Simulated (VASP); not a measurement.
# TaN (P2_1) in VASP: a series of runs, part 2 of 2

VASP 6.6.1. Earlier steps stand in the parts before.

**4. Single point, PBEsol (mode 4 frozen in at -0.095 Å and mode 5 at -0.047 Å (largest displacements))**

Contents of INCAR:

```
SYSTEM = TaN
PREC     = Accurate       ! precision mode
ENCUT    = 520            ! plane-wave cutoff, eV
EDIFF    = 1E-6           ! SCF threshold, eV
ISMEAR   = 0              ! smearing method
SIGMA    = 0.15           ! smearing width, eV
LREAL    = .False.        ! projectors in reciprocal space
LASPH    = .True.         ! aspherical terms in the spheres
NELM     = 100            ! most SCF steps
ALGO     = Normal         ! electronic algorithm
ISIF     = 2              ! what is computed and relaxed
LWAVE    = .False.        ! write WAVECAR
LCHARG   = .False.        ! write CHGCAR
GGA      = PS             ! functional
NBANDS   = 24             ! bands
```

Contents of KPOINTS:

```
regular mesh
0
Gamma
  15 15 8
  0 0 0
```

Contents of POSCAR:

```
TaN
1.0
    2.8891806446      0.0000000000      0.0000000000
   -1.4445903223      2.5021038344      0.0000000000
    0.0000000000      0.0000000000      5.8600190937
Ta N
2 2
Direct
   -0.0422295047     -0.0189040916      0.0000000000
    0.0422295047      0.0189040916      0.5000000000
    0.3333333333      0.6666666667      0.2500000000
    0.6666666667      0.3333333333      0.7500000000
```

Potentials or basis: VASP PAW PBE potentials, release 64 (Ta_pv, N).

Command:

```console
$ cat potpaw_PBE.64/Ta_pv/POTCAR potpaw_PBE.64/N/POTCAR > POTCAR
$ mpirun -np 1 vasp_std > vasp.out
```

OUTCAR:

```text
SYSTEM = TaN
   PREC = Accurate
   ENCUT = 520
   EDIFF = 1E-6
   ISMEAR = 0
   LREAL = .False.
   LASPH = .True.
   NELM = 100
   ISIF = 2
   GGA = PS

 ion  position               nearest neighbor table
   1  0.958  0.981  0.000-   3 2.14   4 2.18   4 2.19   3 2.26   3 2.27   4 2.30   2 2.94   2 2.94

   2  0.042  0.019  0.500-   4 2.14   3 2.18   3 2.19   4 2.26   4 2.27   3 2.30   1 2.94   1 2.94

   3  0.333  0.667  0.250-   1 2.14   2 2.18   2 2.19   1 2.26   1 2.27   2 2.30
   4  0.667  0.333  0.750-   2 2.14   1 2.18   1 2.19   2 2.26   2 2.27   1 2.30

  LATTYP: Found a hexagonal cell.
 ALAT       =     2.8891806446
 C/A-ratio  =     2.0282633087

  Lattice vectors:

 A1 = (   2.8891806446,   0.0000000000,   0.0000000000)
 A2 = (  -1.4445903223,   2.5021038344,   0.0000000000)
 A3 = (   0.0000000000,   0.0000000000,   5.8600190937)

Analysis of symmetry for initial positions (statically):
=====================================================================
 Subroutine PRICEL returns:
 Original cell was already a primitive cell.

 Routine SETGRP: Setting up the symmetry group for a
 hexagonal supercell.

 Subroutine GETGRP returns: Found  2 space group operations
[... 167 lines left out ...]
  ---------------------------------------------------
  free energy    TOTEN  =       -46.61048064 eV

  energy without entropy =      -46.59761946  energy(sigma->0) =      -46.60405005

 E-fermi :   8.2977     XC(G=0): -13.5979

 val. band max:        8.2936674504   @ k =   0.0000   0.1333   0.0000
 cond. band min:       8.2985635822   @ k =  -0.1333   0.3333   0.2500
 fundamental gap:      0.0048961318
 Fermi energy:         8.2977148710

 k-point     1 :       0.0000    0.0000    0.0000
  band No.  band energies     occupation
      1     -27.2638      2.00000
      2     -26.4388      2.00000
      3     -26.1488      2.00000
      4     -26.1442      2.00000
      5     -26.0881      2.00000
      6     -26.0787      2.00000
[... 637 lines left out ...]
     23      12.7827      0.00000
     24      14.0482      0.00000

 [... further k-points ...]
[... 5 lines left out ...]
  --------------------------------------------------------------------------------------
  -------------------------------------------------------------------------------------
  Total        0.6831009      0.5537157      1.0605648      0.0850007      0.0000000      0.0000000
  in kB       25.8354709     20.9420097     40.1114862      3.2148007      0.0000000      0.0000000
  external PRESSURE =      28.9629889 kB  Pullay stress =       0.0000000 kB

 VOLUME and BASIS-vectors are now :
 -----------------------------------------------------------------------------
  energy-cutoff  :      520.00
  volume of cell :       42.36
      direct lattice vectors                 reciprocal lattice vectors
     2.889180645  0.000000000  0.000000000     0.346118891  0.199831835  0.000000000
    -1.444590322  2.502103834  0.000000000     0.000000000  0.399663670  0.000000000
     0.000000000  0.000000000  5.860019094     0.000000000  0.000000000  0.170647908

 POSITION                                       TOTAL-FORCE (eV/Angst)
 -----------------------------------------------------------------------------------
      1.34989      2.45480      0.00000         1.370675      0.684448     -0.013204
      0.09470      0.04730      2.93001        -1.370675     -0.684448     -0.013204
     -0.00000      1.66807      1.46500        -0.055038     -0.041394      0.013204
      1.44459      0.83403      4.39501         0.055038      0.041394      0.013204
 -----------------------------------------------------------------------------------
    total drift:                               -0.000000     -0.000000     -0.000003

  FREE ENERGIE OF THE ION-ELECTRON SYSTEM (eV)
  ---------------------------------------------------
  free  energy   TOTEN  =       -46.6104806392 eV

  energy  without entropy=      -46.5976194559  energy(sigma->0) =      -46.60405005
```

OSZICAR:

```text
N       E                     dE             d eps       ncg     rms          rms(c)
DAV:   1     0.261556890526E+03    0.26156E+03   -0.17140E+04 27120   0.141E+03
DAV:   2    -0.383070907677E+02   -0.29986E+03   -0.28514E+03 32520   0.408E+02
DAV:   3    -0.513254613173E+02   -0.13018E+02   -0.12806E+02 34496   0.826E+01
DAV:   4    -0.514822366256E+02   -0.15678E+00   -0.15641E+00 30696   0.937E+00
DAV:   5    -0.514842823167E+02   -0.20457E-02   -0.20452E-02 34840   0.889E-01    0.344E+01
DAV:   6    -0.468767893356E+02    0.46075E+01   -0.17051E+01 33744   0.293E+01    0.150E+01
DAV:   7    -0.466736086608E+02    0.20318E+00   -0.12182E+00 31512   0.767E+00    0.909E+00
DAV:   8    -0.466162772733E+02    0.57331E-01   -0.20410E-01 35072   0.349E+00    0.123E+00
DAV:   9    -0.466108038403E+02    0.54734E-02   -0.17380E-02 32008   0.820E-01    0.209E-01
DAV:  10    -0.466105844613E+02    0.21938E-03   -0.14716E-03 33016   0.367E-01    0.117E-01
DAV:  11    -0.466104796143E+02    0.10485E-03   -0.30868E-04 34072   0.126E-01    0.741E-03
DAV:  12    -0.466104807386E+02   -0.11243E-05   -0.17431E-05 29720   0.319E-02    0.298E-03
DAV:  13    -0.466104806392E+02    0.99401E-07   -0.15022E-07 19112   0.303E-03
   1 F= -.46610481E+02 E0= -.46604050E+02  d E =-.128612E-01
```

stdout:

```text
POSCAR found type information on POSCAR TaN
 POSCAR found :  2 types and       4 ions
 scaLAPACK will be used
 -----------------------------------------------------------------------------
|                                                                             |
|                                                                             |
|     You enforced a specific xc type in the INCAR file but a different       |
|     I HOPE YOU KNOW WHAT YOU ARE DOING!                                     |
|                                                                             |
 -----------------------------------------------------------------------------

 LDA part: xc-table for (Slater+PW92), standard interpolation
 POSCAR, INCAR and KPOINTS ok, starting setup
 FFT: planning ... GRIDC
 FFT: planning ... GRID_SOFT
 FFT: planning ... GRID
 WAVECAR not read
 entering main loop
```

It took 8.3 min on 1 thread of Oxide Virtual Turin-like, shared host; peak memory 0.53 GiB.

What came out:

* Free energy: -46.6105 eV
* Pressure: 2.9 GPa
* Largest force: 1.532 eV/Å
* Band gap on the k mesh: zero (band 16 reaches 8.77 eV, above the bottom of band 17 at 7.82 eV)

Forces on the atoms (eV/Å):
```
Ta   1.371  0.684 -0.013
Ta  -1.371 -0.684 -0.013
N   -0.055 -0.041  0.013
N    0.055  0.041  0.013
```

Stress tensor (GPa, compression positive):
```
2.58 0.32 0.00
0.32 2.09 0.00
0.00 0.00 4.01
```

Caveat: the cell differs from its parent crystal (mode 4 frozen in at -0.095 Å and mode 5 at -0.047 Å (largest displacements)); the PAW data sets were made with another functional, which shifts forces and pressure a little; spin-orbit coupling is left out, which moves the levels of the heavy elements.
